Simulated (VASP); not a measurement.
# BaTiO3 (Cm) in VASP: single point with PBE+U

Aim: the single point of BaTiO3 with PBE+U.

Everything below comes from runs of VASP 6.6.1. Logs are shortened: lines on timing, memory, paths and dates and some standing lists are left out, and cuts for length are marked.

### Step 1. The cell of the first run

Symmetry: Cm, No. 8, monoclinic system. Conventional cell: a = 5.738 Å, b = 5.721 Å, c = 4.051 Å, α = 90.00°, β = 90.24°, γ = 90.00°. Within 3.8 Å of Ba (site symmetry m) lie 12 O at 2.80 to 2.94 Å and 8 Ti at 3.25 to 3.77 Å. Within 2.2 Å of Ti (site symmetry m) lie 5 O at 1.66 to 2.05 Å. Within 2.2 Å of O (site symmetry m) lie 1 Ti at 1.66 Å. Within 3.0 Å of O (site symmetry 1) lie 2 Ti at 2.05 Å and 4 Ba at 2.80 to 2.94 Å and 8 O at 2.82 to 2.90 Å.

### Step 2. Single point, PBE+U (atom 2 (Ti) moved by (-0.300, +0.000) A along y and z)

File INCAR:

```
PREC = Accurate ; ENCUT = 520
EDIFF = 1E-6 ; ISMEAR = 0
SIGMA = 0.05 ; LREAL = False
LASPH = True ; NELM = 150
ALGO = Normal ; ISIF = 2
LWAVE = False ; LCHARG = False
LMAXMIX = 4 ; LDAU = True
LDAUTYPE = 2 ; LDAUL = -1 2 -1
LDAUU = 0 4 0 ; LDAUJ = 0 0 0
LDAUPRINT = 1 ; GGA = PE
NBANDS = 28
```

File KPOINTS:

```
Automatic mesh
0
Gamma
  6 6 6
```

File POSCAR:

```
BaTiO3
1.0
    2.8603720851      1.6514365933      2.3460535783
   -2.8603720851      1.6514365933      2.3460535783
    0.0000000000     -3.3028731867      2.3460535783
Ba Ti O
1 1 3
Direct
    0.0026800181      0.0026800181      0.0026800181
    0.4825225814      0.4825225814      0.5733525900
    0.4903227049      0.4903227049      0.9825753212
    0.4903227049      0.9825753212      0.4903227049
    0.9825753212      0.4903227049      0.4903227049
```

Potentials or basis: VASP PAW PBE potentials, release 64 (Ba_sv, Ti_sv, O).

The run is started by

```sh
cat potpaw_PBE.64/Ba_sv/POTCAR potpaw_PBE.64/Ti_sv/POTCAR potpaw_PBE.64/O/POTCAR > POTCAR
mpirun -np 1 vasp_std > vasp.out
```

OUTCAR:

```text
PREC = Accurate
   ENCUT = 520
   EDIFF = 1E-6
   ISMEAR = 0
   LREAL = False
   LASPH = True
   NELM = 150
   ISIF = 2
   GGA = PE

 ion  position               nearest neighbor table
   1  0.003  0.003  0.003-   3 2.80   4 2.80   5 2.80   3 2.86   3 2.86   5 2.86   4 2.86   4 2.86
                             5 2.86   3 2.94   4 2.94   5 2.94   2 3.25   2 3.35   2 3.35   2 3.46
   2  0.483  0.483  0.573-   3 1.66   4 2.05   5 2.05   4 2.05   5 2.05   3 2.39   1 3.25   1 3.35
                             1 3.35   1 3.46   1 3.60   1 3.68   1 3.68   1 3.77
   3  0.490  0.490  0.983-   2 1.66   2 2.39   1 2.80   1 2.86   1 2.86   1 2.94
   4  0.490  0.983  0.490-   2 2.05   2 2.05   1 2.80   1 2.86   1 2.86   1 2.94
   5  0.983  0.490  0.490-   2 2.05   2 2.05   1 2.80   1 2.86   1 2.86   1 2.94

  LATTYP: Found a trigonal (rhomboedric) cell.
 ALAT       =     4.0512885208
 COS(alpha) =     0.0030148013

  Lattice vectors:

 A1 = (   2.8603720851,   1.6514365933,   2.3460535783)
 A2 = (  -2.8603720851,   1.6514365933,   2.3460535783)
 A3 = (   0.0000000000,  -3.3028731867,   2.3460535783)

Analysis of symmetry for initial positions (statically):
=====================================================================
 Subroutine PRICEL returns:
 Original cell was already a primitive cell.

 Routine SETGRP: Setting up the symmetry group for a
 trigonal (rhombohedral) supercell.

 Subroutine GETGRP returns: Found  2 space group operations
 (whereof  2 operations were pure point group operations)
 out of a pool of 12 trial point group operations.

The static configuration has the point symmetry C_1h.

Analysis of symmetry for dynamics (positions and initial velocities):
=====================================================================
 Subroutine PRICEL returns:
 Original cell was already a primitive cell.

 Routine SETGRP: Setting up the symmetry group for a
 trigonal (rhombohedral) supercell.

 Subroutine GETGRP returns: Found  2 space group operations
 (whereof  2 operations were pure point group operations)
 out of a pool of 12 trial point group operations.

The dynamic configuration has the point symmetry C_1h.

 Subroutine INISYM returns: Found  2 space group operations
 (whereof  2 operations are pure point group operations),
 and found     1 'primitive' translations

----------------------------------------------------------------------------------------

                                     Primitive cell

  volume of cell :      66.4926

  direct lattice vectors                    reciprocal lattice vectors
     2.860372085  1.651436593  2.346053578     0.174802433  0.100922232  0.142082575
    -2.860372085  1.651436593  2.346053578    -0.174802433  0.100922232  0.142082575
     0.000000000 -3.302873187  2.346053578     0.000000000 -0.201844464  0.142082575

  length of vectors
     4.051288521  4.051288521  4.051288521     0.246837286  0.246837286  0.246837286

  position of ions in fractional coordinates (direct lattice)
     0.002680018  0.002680018  0.002680018
     0.482522581  0.482522581  0.573352590
     0.490322705  0.490322705  0.982575321
     0.490322705  0.982575321  0.490322705
     0.982575321  0.490322705  0.490322705

  ion indices of the primitive-cell ions
   primitive index   ion index
                 1           1
                 2           2
                 3           3
                 4           4
                 5           5

----------------------------------------------------------------------------------------

 KPOINTS: Automatic mesh

Automatic generation of k-mesh.
 Grid dimensions read from file:
 generate k-points for:    6    6    6

 Generating k-lattice:

  Cartesian coordinates                     Fractional coordinates (reciprocal lattice)
     0.029133739  0.016820372  0.023680429     0.166666667  0.000000000  0.000000000
    -0.029133739  0.016820372  0.023680429     0.000000000  0.166666667  0.000000000
     0.000000000 -0.033640744  0.023680429     0.000000000  0.000000000  0.166666667

  Length of vectors
     0.041139548  0.041139548  0.041139548

  Shift w.r.t. Gamma in fractional coordinates (k-lattice)
     0.000000000  0.000000000  0.000000000

 Subroutine IBZKPT returns following result:
 ===========================================

 Found     68 irreducible k-points:

 Following reciprocal coordinates:
            Coordinates               Weight
  0.000000  0.000000  0.000000      1.000000
  0.166667  0.000000 -0.000000      4.000000
 -0.000000 -0.000000  0.166667      2.000000
  0.333333 -0.000000  0.000000      4.000000
  0.000000  0.000000  0.333333      2.000000
  0.500000 -0.000000  0.000000      2.000000
[... 16 lines left out ...]
  0.500000  0.333333 -0.000000      4.000000
  0.500000 -0.000000 -0.333333      4.000000
 [... further k-points ...]
   k-points           NKPTS =     68   k-points in BZ     NKDIM =     68   number of bands    NBANDS=     28
   number of dos      NEDOS =    301   number of ions     NIONS =      5
   total plane-waves  NPLWV =  27000
   dimension x,y,z NGX =    30 NGY =   30 NGZ =   30
   dimension x,y,z NGXF=    60 NGYF=   60 NGZF=   60
   ions per type =               1   1   3
   NGX,Y,Z   is equivalent  to a cutoff of  12.31, 12.31, 12.31 a.u.
   NGXF,Y,Z  is equivalent  to a cutoff of  24.62, 24.62, 24.62 a.u.
 SYSTEM =  unknown system
   PREC   = accura    normal or accurate (medium, high low for compatibility)
   ISTART =      0    job   : 0-new  1-cont  2-samecut
   ICHARG =      2    charge: 1-file 2-atom 10-const
   ISPIN  =      1    spin polarized calculation?
   LNONCOLLINEAR =      F non collinear calculations
   LSORBIT =      F    spin-orbit coupling
   LASPH  =      T    aspherical Exc in radial PAW
   ENCUT  =  520.0 eV  38.22 Ry    6.18 a.u.   7.53  7.53  7.53*2*pi/ulx,y,z
   NELM   =    150;   NELMIN=  2; NELMDL= -5     # of ELM steps
   EDIFF  = 0.1E-05   stopping-criterion for ELM
   LREAL  =      F    real-space projection
   EDIFFG = 0.1E-04   stopping-criterion for IOM
   NSW    =      0    number of steps for IOM
   IBRION =     -1    ionic relax: 0-MD 1-quasi-New 2-CG
   NFREE  =      0    steps in history (QN), initial steepest desc. (CG)
   ISIF   =      2    stress and relaxation
   ISYM   =      2    0-nonsym 1-usesym 2-fastsym
   POTIM  = 0.5000    time-step for ionic-motion
   TEBEG  =    0.0;   TEEND  =   0.0 temperature during run
   PSTRESS=    0.0 pullay stress
   NELECT =      40.0000    total number of electrons
   NUPDOWN=      -1.0000    fix difference up-down
   EMIN   =  10.00;   EMAX   =-10.00  energy-range for DOS
   EFERMI =   0.00;   METHOD = LEGACY
   ISMEAR =     0;   SIGMA  =   0.05  broadening in eV -4-tet -1-fermi 0-gaus
   EFERMI_NEDOS =   21; number of points for ismear=-14 and -15
   IALGO  =     38    algorithm
   IMIX   =      4    mixing-type and parameters
     AMIX     =   0.40;   BMIX     =  1.00
     AMIX_MAG =   1.60;   BMIX_MAG =  1.00
  volume/ion in A,a.u.               =      13.30        89.74
  Fermi-wavevector in a.u.,A,eV,Ry     =   1.381986  2.611575 25.985565  1.909885
  Thomas-Fermi vector in A             =   2.506719
   LORBIT       =      0    0 simple, 1 ext, 2 COOP (PROOUT), +10 PAW based schemes
 LDA+U is selected, type is set to LDAUTYPE =  2
   angular momentum for each species LDAUL =    -1    2   -1
   U (eV)           for each species LDAUU =   0.0  4.0  0.0
   J (eV)           for each species LDAUJ =   0.0  0.0  0.0
   GGA     = PE    functional components
   LHFCALC =     F    Hartree Fock is set to
   AEXX    =    0.0000 exact exchange contribution
   IVDW    =     0    specifies the selected vdW correction
   LEPSILON=     F    determine dielectric tensor
   LRPA    =     F    only Hartree local field effects (RPA)
 non-spin polarized calculation
 Gauss-broadening in eV      SIGMA  =   0.05
  energy-cutoff  :      520.00
  volume of cell :       66.49
 maximum number of plane-waves:      1812
   NGX = 15   NGY = 15   NGZ = 15

atom =   2  type =  2  l = 2

 onsite density matrix

spin component  1

  0.1624  0.0000  0.0000  0.0305  0.0000
  0.0000  0.2536 -0.0202  0.0000  0.1010
  0.0000 -0.0202  0.1240  0.0000  0.0174
  0.0305  0.0000  0.0000  0.1855  0.0000
  0.0000  0.1010  0.0174  0.0000  0.1723

spin component  2

  0.1624  0.0000  0.0000  0.0305  0.0000
  0.0000  0.2536 -0.0202  0.0000  0.1010
  0.0000 -0.0202  0.1240  0.0000  0.0174
  0.0305  0.0000  0.0000  0.1855  0.0000
  0.0000  0.1010  0.0174  0.0000  0.1723

 occupancies and eigenvectors

  o =  0.0864  v =  0.0000 -0.4751 -0.5667  0.0000  0.6731  0.0000  0.0000  0.0000  0.0000  0.0000      0.0000  0.0000  0.0000  0.0000  0.0000  0.0000  0.0000  0.0000  0.0000  0.0000
  o =  0.0864  v =  0.0000  0.0000  0.0000  0.0000  0.0000  0.0000 -0.4751 -0.5667  0.0000  0.6731      0.0000  0.0000  0.0000  0.0000  0.0000  0.0000  0.0000  0.0000  0.0000  0.0000
  o =  0.1414  v =  0.0000 -0.2908  0.8231  0.0000  0.4878  0.0000  0.0000  0.0000  0.0000  0.0000      0.0000  0.0000  0.0000  0.0000  0.0000  0.0000  0.0000  0.0000  0.0000  0.0000
  o =  0.1414  v =  0.0000  0.0000  0.0000  0.0000  0.0000  0.0000 -0.2908  0.8231  0.0000  0.4878      0.0000  0.0000  0.0000  0.0000  0.0000  0.0000  0.0000  0.0000  0.0000  0.0000
  o =  0.1414  v =  0.0000  0.0000  0.0000  0.0000  0.0000 -0.8228  0.0000  0.0000  0.5683  0.0000      0.0000  0.0000  0.0000  0.0000  0.0000  0.0000  0.0000  0.0000  0.0000  0.0000
  o =  0.1414  v = -0.8228  0.0000  0.0000  0.5683  0.0000  0.0000  0.0000  0.0000  0.0000  0.0000      0.0000  0.0000  0.0000  0.0000  0.0000  0.0000  0.0000  0.0000  0.0000  0.0000
  o =  0.2066  v = -0.5683  0.0000  0.0000 -0.8228  0.0000  0.0000  0.0000  0.0000  0.0000  0.0000      0.0000  0.0000  0.0000  0.0000  0.0000  0.0000  0.0000  0.0000  0.0000  0.0000
  o =  0.2066  v =  0.0000  0.0000  0.0000  0.0000  0.0000 -0.5683  0.0000  0.0000 -0.8228  0.0000      0.0000  0.0000  0.0000  0.0000  0.0000  0.0000  0.0000  0.0000  0.0000  0.0000
  o =  0.3220  v =  0.0000  0.0000  0.0000  0.0000  0.0000  0.0000  0.8305 -0.0360  0.0000  0.5558      0.0000  0.0000  0.0000  0.0000  0.0000  0.0000  0.0000  0.0000  0.0000  0.0000
  o =  0.3220  v =  0.0000  0.8305 -0.0360  0.0000  0.5558  0.0000  0.0000  0.0000  0.0000  0.0000      0.0000  0.0000  0.0000  0.0000  0.0000  0.0000  0.0000  0.0000  0.0000  0.0000

 number of electron      40.0000010 magnetization

 Free energy of the ion-electron system (eV)
  ---------------------------------------------------
  ext. energy  EPLUGINS =         0.00000000
  ---------------------------------------------------
  free energy    TOTEN  =       -36.65145992 eV

  energy without entropy =      -36.65145992  energy(sigma->0) =      -36.65145992

 E-fermi :   4.3733     XC(G=0): -11.0381

 val. band max:        3.9842450937   @ k =   0.5000   0.5000   0.5000
 cond. band min:       6.3180035636   @ k =   0.0000   0.0000   0.0000
 fundamental gap:      2.3337584699
 Fermi energy:         4.3733048320

 k-point     1 :       0.0000    0.0000    0.0000
  band No.  band energies     occupation
      1     -53.5311      2.00000
      2     -30.0450      2.00000
      3     -29.6704      2.00000
      4     -29.6703      2.00000
      5     -21.3493      2.00000
      6     -13.4017      2.00000
[... 20 lines left out ...]
     27       8.8768      0.00000
     28      10.5253      0.00000

 k-point     2 :       0.1667    0.0000   -0.0000
  band No.  band energies     occupation
      1     -53.5309      2.00000
      2     -30.0445      2.00000
      3     -29.6797      2.00000
      4     -29.6700      2.00000
      5     -21.3253      2.00000
      6     -13.4458      2.00000
[... 20 lines left out ...]
     27       9.1734      0.00000
     28      11.1148      0.00000

 k-point     3 :      -0.0000   -0.0000    0.1667
  band No.  band energies     occupation
      1     -53.5309      2.00000
      2     -30.0551      2.00000
      3     -29.6700      2.00000
      4     -29.6699      2.00000
      5     -21.3260      2.00000
      6     -13.3056      2.00000
[... 616 lines left out ...]
      3     -29.7055      2.00000
      4     -29.6959      2.00000
      5     -21.2033      2.00000
      6     -13.4070      2.00000
[... 20 lines left out ...]
     27      11.4078      0.00000
     28      12.7139      0.00000

 k-point    24 :       0.5000   -0.0000   -0.3333
  band No.  band energies     occupation
      1     -53.5297      2.00000
      2     -30.0727      2.00000
      3     -29.7054      2.00000
      4     -29.6677      2.00000
      5     -21.2046      2.00000
      6     -13.1986      2.00000
[... 20 lines left out ...]
     27      11.7919      0.00000
     28      12.7681      0.00000

 [... further k-points ...]
[... 5 lines left out ...]
  --------------------------------------------------------------------------------------
  -------------------------------------------------------------------------------------
  Total        1.1367449      7.3118345      3.7110508      0.0000000     -4.0978303      0.0000000
  in kB       27.3905022    176.1827260     89.4198367      0.0000000    -98.7395049      0.0000000
  external PRESSURE =      97.6643550 kB  Pullay stress =       0.0000000 kB

 VOLUME and BASIS-vectors are now :
 -----------------------------------------------------------------------------
  energy-cutoff  :      520.00
  volume of cell :       66.49
      direct lattice vectors                 reciprocal lattice vectors
     2.860372085  1.651436593  2.346053578     0.174802433  0.100922232  0.142082575
    -2.860372085  1.651436593  2.346053578    -0.174802433  0.100922232  0.142082575
     0.000000000 -3.302873187  2.346053578     0.000000000 -0.201844464  0.142082575

 POSITION                                       TOTAL-FORCE (eV/Angst)
 -----------------------------------------------------------------------------------
      0.00000     -0.00000      0.01886        -0.000000     -1.118534     -0.034101
      0.00000     -0.30000      3.60916        -0.000000      5.544581     -3.379071
      0.00000     -1.62585      4.60582        -0.000000     -3.666106      2.546353
     -1.40803      0.81292      4.60582        -0.319462     -0.379970      0.433410
      1.40803      0.81292      4.60582         0.319462     -0.379970      0.433410
 -----------------------------------------------------------------------------------
    total drift:                                0.000000     -0.001016      0.001445

  FREE ENERGIE OF THE ION-ELECTRON SYSTEM (eV)
  ---------------------------------------------------
  free  energy   TOTEN  =       -36.6514599189 eV

  energy  without entropy=      -36.6514599189  energy(sigma->0) =      -36.65145992
```

Wall time 3.1 min (1 thread of Intel Xeon 8259CL, shared host); peak memory 0.26 GiB.

What came out:

```yaml
Free_energy: -36.6515 eV
Pressure: 9.8 GPa
Largest_force: 6.493 eV/Å
Band_gap_on_the_k_mesh: 2.33 eV (least direct gap 2.86 eV)
```

Forces in eV/Å, atoms in the order of the input:
```
Ba   0.000 -1.119 -0.034
Ti   0.000  5.545 -3.379
O    0.000 -3.666  2.546
O   -0.319 -0.380  0.433
O    0.319 -0.380  0.433
```

Stress tensor (GPa, compression positive):
```
 2.74  0.00  0.00
 0.00 17.62 -9.87
 0.00 -9.87  8.94
```

Levels at points of the mesh, in eV from the valence-band top:
| k point | band 18 | band 19 | band 20 | band 21 | band 22 | band 23 |
| --- | --- | --- | --- | --- | --- | --- |
| (0.00, 0.00, 0.00) | -1.21 | -0.56 | -0.53 | 2.33 | 3.40 | 3.41 |
| (0.50, 0.00, 0.00) | -1.71 | -1.60 | -1.43 | 3.59 | 3.76 | 4.02 |
| (0.00, 0.00, 0.50) | -1.95 | -0.81 | -0.78 | 2.54 | 4.21 | 4.46 |
| (0.50, 0.50, 0.00) | -1.86 | -1.86 | -0.09 | 4.04 | 4.05 | 4.24 |
| (0.50, 0.00, 0.50) | -1.08 | -0.93 | -0.72 | 3.90 | 4.40 | 4.50 |
| (0.50, 0.50, 0.50) | -0.55 | -0.54 | 0.00 | 4.32 | 4.52 | 4.54 |

Eigenvalues of the final occupation matrices:
```
    site  spin  trace               eigenvalues
site 2 d     1   0.90  0.09 0.14 0.14 0.21 0.32
site 2 d     2   0.90  0.09 0.14 0.14 0.21 0.32
```

Caveat: the cell differs from its parent crystal (atom 2 (Ti) moved by (-0.300, +0.000) A along y and z); the stress differs along the axes, from 3 to 18 GPa; spin-orbit coupling is left out, which moves the levels of the heavy elements; forces of over 1 eV/Å act on the atoms, so gaps and moduli don't describe the material at rest.
